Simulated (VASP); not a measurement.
# Si3H2C4 in VASP: a series of runs, part 2 of 3

VASP 6.6.1.

## 3. Single point, LDA

INCAR

```
SYSTEM = Si3H2C4
PREC = Accurate ; ENCUT = 520
EDIFF = 1E-6 ; ISMEAR = 0
SIGMA = 0.05 ; LREAL = Auto
LASPH = .True. ; NELM = 100
ALGO = Normal ; ISIF = 2
LWAVE = .False. ; LCHARG = .True.
LDIPOL = .True. ; IDIPOL = 3
DIPOL = 0.5 0.5 0.352 ; GGA = CA
LELF = .True. ; LVHAR = .True.
LVACPOTAV = .True. ; NBANDS = 45
```

KPOINTS

```
regular mesh
0
Gamma
  4 8 1
  0 0 0
```

POSCAR

```
Si3H2C4
1.0
    6.1223116280      0.0000000000      0.0000000000
    0.0000000000      3.0611558140      0.0000000000
    0.0000000000      0.0000000000     19.9960979072
C Si H
8 6 4
Direct
    0.5000000000      0.5000000000      0.2326656844
    0.0000000000      0.5000000000      0.2326656844
    0.7500000000      0.0000000000      0.3409150060
    0.2500000000      0.0000000000      0.3409150060
   -0.0057330748      0.5000000000      0.4616959913
    0.5037087914      0.5000000000      0.4438908510
    0.3870504987      0.0000000000      0.5459779411
    0.6073992401      0.0000000000      0.5598806535
    0.2500000000      0.5000000000      0.2867903452
    0.7500000000      0.5000000000      0.2867903452
    0.5013845256      0.0000000000      0.3929962735
   -0.0031960974      0.0000000000      0.4007049939
    0.7173808793      0.5000000000      0.5124782074
    0.2715012125      0.5000000000      0.5050985909
    0.5000000000      0.2236746754      0.1987605550
    0.5000000000      0.7763253246      0.1987605550
    0.0000000000      0.7759774367      0.1986431602
    0.0000000000      0.2240225633      0.1986431602
```

Potentials or basis: VASP PAW LDA potentials, release 64 (C, Si, H).

Started as:

```sh
$ cat potpaw_LDA.64/C/POTCAR potpaw_LDA.64/Si/POTCAR potpaw_LDA.64/H/POTCAR > POTCAR
$ mpirun -np 1 vasp_std > vasp.out
```

OUTCAR:

```text
SYSTEM = Si3H2C4
   PREC = Accurate
   ENCUT = 520
   EDIFF = 1E-6
   ISMEAR = 0
   LREAL = Auto
   LASPH = .True.
   NELM = 100
   ISIF = 2
   GGA = CA

 ion  position               nearest neighbor table
   1  0.500  0.500  0.233-  15 1.08  16 1.08   9 1.87  10 1.87
   2  0.000  0.500  0.233-  17 1.08  18 1.08   9 1.87  10 1.87
   3  0.750  0.000  0.341-  11 1.84  10 1.87  10 1.87  12 1.93
   4  0.250  0.000  0.341-  11 1.86   9 1.87   9 1.87  12 1.96
   5  0.994  0.500  0.462-  14 1.91  12 1.96  12 1.96  13 1.98
   6  0.504  0.500  0.444-  11 1.84  11 1.84  14 1.88  13 1.90
   7  0.387  0.000  0.546-   8 1.38  14 1.87  14 1.87
   8  0.607  0.000  0.560-   7 1.38  13 1.92  13 1.92
   9  0.250  0.500  0.287-   4 1.87   4 1.87   1 1.87   2 1.87  11 3.04  11 3.04  10 3.06  10 3.06

  10  0.750  0.500  0.287-   3 1.87   3 1.87   1 1.87   2 1.87  11 3.03  11 3.03   9 3.06   9 3.06
                            12 3.13  12 3.13
  11  0.501  0.000  0.393-   6 1.84   6 1.84   3 1.84   4 1.86  10 3.03  10 3.03   9 3.04   9 3.04
                            12 3.04  14 3.06  14 3.06  12 3.09  13 3.13  13 3.13
  12  0.997  0.000  0.401-   3 1.93   5 1.96   5 1.96   4 1.96  11 3.04  14 3.09  14 3.09  11 3.09
                            10 3.13  10 3.13
  13  0.717  0.500  0.512-   6 1.90   8 1.92   8 1.92   5 1.98  14 2.73  11 3.13  11 3.13
  14  0.272  0.500  0.505-   7 1.87   7 1.87   6 1.88   5 1.91  13 2.73  11 3.06  11 3.06  12 3.09
                            12 3.09
  15  0.500  0.224  0.199-   1 1.08
  16  0.500  0.776  0.199-   1 1.08
  17  0.000  0.776  0.199-   2 1.08
  18  0.000  0.224  0.199-   2 1.08

  LATTYP: Found a simple orthorhombic cell.
 ALAT       =     3.0611558140
 B/A-ratio  =     2.0000000000
 C/A-ratio  =     6.5322051938

  Lattice vectors:

 A1 = (   0.0000000000,  -3.0611558140,   0.0000000000)
 A2 = (   6.1223116280,   0.0000000000,   0.0000000000)
 A3 = (   0.0000000000,   0.0000000000,  19.9960979072)

Analysis of symmetry for initial positions (statically):
=====================================================================
 Subroutine PRICEL returns:
 Original cell was already a primitive cell.

 Routine SETGRP: Setting up the symmetry group for a
 simple orthorhombic supercell.

 Subroutine GETGRP returns: Found  2 space group operations
 (whereof  2 operations were pure point group operations)
 out of a pool of  8 trial point group operations.

The static configuration has the point symmetry C_1h.

Analysis of symmetry for dynamics (positions and initial velocities):
=====================================================================
 Subroutine PRICEL returns:
 Original cell was already a primitive cell.

 Routine SETGRP: Setting up the symmetry group for a
 simple orthorhombic supercell.

 Subroutine GETGRP returns: Found  2 space group operations
 (whereof  2 operations were pure point group operations)
 out of a pool of  8 trial point group operations.

The dynamic configuration has the point symmetry C_1h.

 Subroutine INISYM returns: Found  2 space group operations
 (whereof  2 operations are pure point group operations),
 and found     1 'primitive' translations

----------------------------------------------------------------------------------------

                                     Primitive cell

  volume of cell :     374.7539

  direct lattice vectors                    reciprocal lattice vectors
     6.122311628  0.000000000  0.000000000     0.163336998  0.000000000  0.000000000
     0.000000000  3.061155814  0.000000000     0.000000000  0.326673995  0.000000000
[... 96 lines left out ...]
   NGXF,Y,Z  is equivalent  to a cutoff of  26.07, 26.07, 24.94 a.u.
 SYSTEM =  Si3H2C4
   PREC   = accura    normal or accurate (medium, high low for compatibility)
   ISTART =      0    job   : 0-new  1-cont  2-samecut
   ICHARG =      2    charge: 1-file 2-atom 10-const
   ISPIN  =      1    spin polarized calculation?
   LNONCOLLINEAR =      F non collinear calculations
   LSORBIT =      F    spin-orbit coupling
   LASPH  =      T    aspherical Exc in radial PAW
   ENCUT  =  520.0 eV  38.22 Ry    6.18 a.u.  11.38  5.69 37.18*2*pi/ulx,y,z
   NELM   =    100;   NELMIN=  2; NELMDL= -5     # of ELM steps
   EDIFF  = 0.1E-05   stopping-criterion for ELM
   LREAL  =      T    real-space projection
   EDIFFG = 0.1E-04   stopping-criterion for IOM
   NSW    =      0    number of steps for IOM
   IBRION =     -1    ionic relax: 0-MD 1-quasi-New 2-CG
   NFREE  =      0    steps in history (QN), initial steepest desc. (CG)
   ISIF   =      2    stress and relaxation
   ISYM   =      2    0-nonsym 1-usesym 2-fastsym
   POTIM  = 0.5000    time-step for ionic-motion
   TEBEG  =    0.0;   TEEND  =   0.0 temperature during run
   PSTRESS=    0.0 pullay stress
   NELECT =      60.0000    total number of electrons
   NUPDOWN=      -1.0000    fix difference up-down
   EMIN   =  10.00;   EMAX   =-10.00  energy-range for DOS
   EFERMI =   0.00;   METHOD = LEGACY
   ISMEAR =     0;   SIGMA  =   0.05  broadening in eV -4-tet -1-fermi 0-gaus
   EFERMI_NEDOS =   21; number of points for ismear=-14 and -15
   IALGO  =     38    algorithm
   IMIX   =      4    mixing-type and parameters
     AMIX     =   0.40;   BMIX     =  1.00
     AMIX_MAG =   1.60;   BMIX_MAG =  1.00
  volume/ion in A,a.u.               =      20.82       140.50
  Fermi-wavevector in a.u.,A,eV,Ry     =   0.888948  1.679869 10.751721  0.790229
  Thomas-Fermi vector in A             =   2.010445
   LORBIT       =      0    0 simple, 1 ext, 2 COOP (PROOUT), +10 PAW based schemes
   GGA     = CA    functional components
   LHFCALC =     F    Hartree Fock is set to
   AEXX    =    0.0000 exact exchange contribution
   IVDW    =     0    specifies the selected vdW correction
   LEPSILON=     F    determine dielectric tensor
   LRPA    =     F    only Hartree local field effects (RPA)
 non-spin polarized calculation
 Gauss-broadening in eV      SIGMA  =   0.05
  energy-cutoff  :      520.00
  volume of cell :      374.75
 maximum number of plane-waves:     10115
 NGX is ok and might be reduce to    48
   NGX = 23   NGY = 11   NGZ = 75

 dipolmoment           0.000000      0.000000     -0.000790 electrons x Angstroem

 number of electron      60.0000002 magnetization

 dipolmoment           0.000000      0.000000      0.166625 electrons x Angstroem

 Free energy of the ion-electron system (eV)
  ---------------------------------------------------
  ext. energy  EPLUGINS =         0.00000000
  ---------------------------------------------------
  free energy    TOTEN  =      -129.26035958 eV

  energy without entropy =     -129.25829191  energy(sigma->0) =     -129.25932574

 E-fermi :   1.0185     XC(G=0):  -5.4174

 val. band max:        0.9722555933   @ k =   0.0000   0.0000   0.0000
 cond. band min:       1.0627206515   @ k =   0.2500   0.0000   0.0000
 fundamental gap:      0.0904650582
 Fermi energy:         1.0185176217

 k-point     1 :       0.0000    0.0000    0.0000
  band No.  band energies     occupation
      1     -15.7877      2.00000
      2     -14.8612      2.00000
      3     -13.4925      2.00000
      4     -12.5489      2.00000
      5     -12.2595      2.00000
      6     -12.2246      2.00000
[... 664 lines left out ...]
     41       5.8303      0.00000
     42       6.4523      0.00000
 [bands above 42 left out]

------------------------ aborting loop because EDIFF is reached ----------------------------------------

  FORCE on cell =-STRESS in cart. coord.  units (eV):
  Direction    XX          YY          ZZ          XY          YZ          ZX
  --------------------------------------------------------------------------------------
  -------------------------------------------------------------------------------------
  Total       -5.2839075     10.8765913     -6.3550741      0.0000000      0.0000000      0.0214741
  in kB      -22.5901786     46.5004621    -27.1697147      0.0000000      0.0000000      0.0918079
  external PRESSURE =      -1.0864771 kB  Pullay stress =       0.0000000 kB

 VOLUME and BASIS-vectors are now :
 -----------------------------------------------------------------------------
  energy-cutoff  :      520.00
  volume of cell :      374.75
      direct lattice vectors                 reciprocal lattice vectors
     6.122311628  0.000000000  0.000000000     0.163336998  0.000000000  0.000000000
     0.000000000  3.061155814  0.000000000     0.000000000  0.326673995  0.000000000
     0.000000000  0.000000000 19.996097907     0.000000000  0.000000000  0.050009757

 POSITION                                       TOTAL-FORCE (eV/Angst)
 -----------------------------------------------------------------------------------
      3.06116      1.53058      4.65241         0.002682      0.000000      0.797197
      0.00000      1.53058      4.65241        -0.000428      0.000000      0.609937
      4.59173      0.00000      6.81697         0.794797      0.000000      0.158300
      1.53058      0.00000      6.81697        -0.793882      0.000000      0.529847
      6.08721      1.53058      9.23212        -0.005258      0.000000      0.011401
      3.08386      1.53058      8.87608        -0.003342      0.000000     -0.022498
[... 10 lines left out ...]
      0.00000      2.37539      3.97209         0.002142      0.035101     -0.026975
      0.00000      0.68577      3.97209         0.002142     -0.035101     -0.026975
 -----------------------------------------------------------------------------------
    total drift:                               -0.014116     -0.000000     -0.009060

  FREE ENERGIE OF THE ION-ELECTRON SYSTEM (eV)
  ---------------------------------------------------
  free  energy   TOTEN  =      -129.2603595764 eV

  energy  without entropy=     -129.2582919131  energy(sigma->0) =     -129.25932574

 vacuum level on the upper side and lower side of the slab         5.942         4.333
```

Run time: 4.3 min. Hardware: 1 thread of Intel Xeon 6975P-C (Granite Rapids), shared host; peak memory 0.41 GiB.

Results:

```
Free energy            : -129.2604 eV
Largest force          : 2.100 eV/Å
Band gap on the k mesh : zero (band 30 reaches 1.15 eV, above the bottom of band 31 at 0.67 eV)
```

Forces in eV/Å, atoms in the order of the input:
```
C    0.003  0.000  0.797
C    0.000  0.000  0.610
C    0.795  0.000  0.158
C   -0.794  0.000  0.530
C   -0.005  0.000  0.011
C   -0.003  0.000 -0.022
C   -0.080  0.000  1.114
C    0.072  0.000 -2.098
Si  -0.442  0.000 -0.492
Si   0.442  0.000 -0.523
Si  -0.001  0.000  0.008
Si  -0.003  0.000  0.016
Si   0.025  0.000 -0.002
Si  -0.013  0.000  0.010
H    0.001 -0.038 -0.031
H    0.001  0.038 -0.031
H    0.002  0.035 -0.027
H    0.002 -0.035 -0.027
```

Levels at points of the mesh, in eV from the Fermi level:
```tsv
k point	band 28	band 29	band 30	band 31	band 32	band 33
(0.00, 0.00, 0.00)	-1.91	-1.56	-0.05	0.66	0.99	2.47
(0.50, 0.00, 0.00)	-1.90	-1.82	0.13	0.57	2.23	2.74
(0.00, 0.50, 0.00)	-2.24	-2.23	-1.85	-0.35	1.20	2.39
(0.50, 0.50, 0.00)	-3.35	-2.84	-2.54	0.40	1.98	2.38
```

[end of part 2 of 3]
